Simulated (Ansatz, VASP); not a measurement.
**Hg2O: VASP beside Ansatz**

```
Hg O
1.0
     5.00430    0.00000    0.00000
    -2.50215    4.33385    0.00000
     0.00000    0.00000    2.73163
Hg O
2 1
Direct
  0.33333 0.66667 0.50000
  0.66667 0.33333 0.50000
  0.00000 0.00000 0.00000
```

Alike in both runs: functional PBE; k mesh 4 × 4 × 3; occupations gaussian, width 0.15 eV; no spin polarisation.

Ansatz relaxed the structure, and its values are those at the end. VASP's run is a single point on that final structure, the one shown.

```csv
,VASP,Ansatz
version,VASP 6.6.1,Ansatz 0.2.0
potentials or method,"VASP PAW PBE potentials, release 64 (Hg, O), cutoff 600 eV","scalar-relativistic, plane waves, PAW"
valence electrons in the cell,30,46
```

```tsv
	VASP	Ansatz	Ansatz less VASP
gap on the k mesh at the Fermi level (eV)	none	none	-
pressure (GPa)	0.3	-0.2	-0.54
```

A gap of «none» marks a metal or a gap that the smearing closes. VASP's potentials hold 30 valence electrons a cell and Ansatz's 46, so a difference there can come from the potentials and not from the codes.

The k mesh is coarse, so the values compare programs but aren't converged. Neither program's run includes spin-orbit coupling.
